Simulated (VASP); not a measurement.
A run of VASP 6.6.1:

POSCAR

```
AlFe
1.0
    2.8743308634      0.0000000000      0.0000000000
    0.0000000000      2.8743308634      0.0000000000
    0.0000000000      0.0000000000      2.8743308634
Al Fe
1 1
Direct
    0.0000000000      0.0000000000      0.0000000000
    0.5000000000      0.5000000000      0.5000000000
```

The input INCAR.step1:

```
SYSTEM = AlFe
  ALGO = Normal
  EDIFF = 1E-6
  ENCUT = 520
  GGA = PE
  ISIF = 2
  ISMEAR = 0
  ISPIN = 2
  LASPH = .TRUE.
  LCHARG = .TRUE.
  LMAXMIX = 4
  LREAL = .FALSE.
  LWAVE = .FALSE.
  MAGMOM = 0 0.77
  NBANDS = 16
  NELM = 150
  PREC = Accurate
  SIGMA = 0.1
```

Contents of KPOINTS.step1:

```
k-points
0
G
  14 14 14
  0 0 0
```

INCAR.step2

```
SYSTEM = AlFe
  ALGO = Normal
  EDIFF = 1E-6
  ENCUT = 520
  GGA = PE
  ICHARG = 11
  ISIF = 2
  ISMEAR = -5
  ISPIN = 2
  LASPH = .TRUE.
  LCHARG = .FALSE.
  LMAXMIX = 4
  LORBIT = 11
  LREAL = .FALSE.
  LWAVE = .FALSE.
  MAGMOM = 0 0.77
  NBANDS = 16
  NEDOS = 2001
  NELM = 150
  PREC = Accurate
  SIGMA = 0.1
```

Contents of KPOINTS.step2:

```
k-points
0
G
  21 21 21
  0 0 0
```

Potentials or basis: VASP PAW PBE potentials, release 64 (Al, Fe).

Launch:

```sh
$ cat potpaw_PBE.64/Al/POTCAR potpaw_PBE.64/Fe/POTCAR > POTCAR
$ cp INCAR.step1 INCAR
$ cp KPOINTS.step1 KPOINTS
$ mpirun -np 1 vasp_std > vasp.out
$ cp INCAR.step2 INCAR
$ cp KPOINTS.step2 KPOINTS
$ mpirun -np 1 vasp_std > vasp.out
```

Hardware: 1 thread of AMD EPYC 7R43 64-Core Processor (Zen 3), with other jobs on the host.

**Question.** Estimate the wall time of this run.

**Answer.** Wall time 3.5 min on 1 thread of AMD EPYC 7R43 64-Core Processor (Zen 3), with other jobs on the host, peak memory 0.25 GiB. Counts: k points 286.
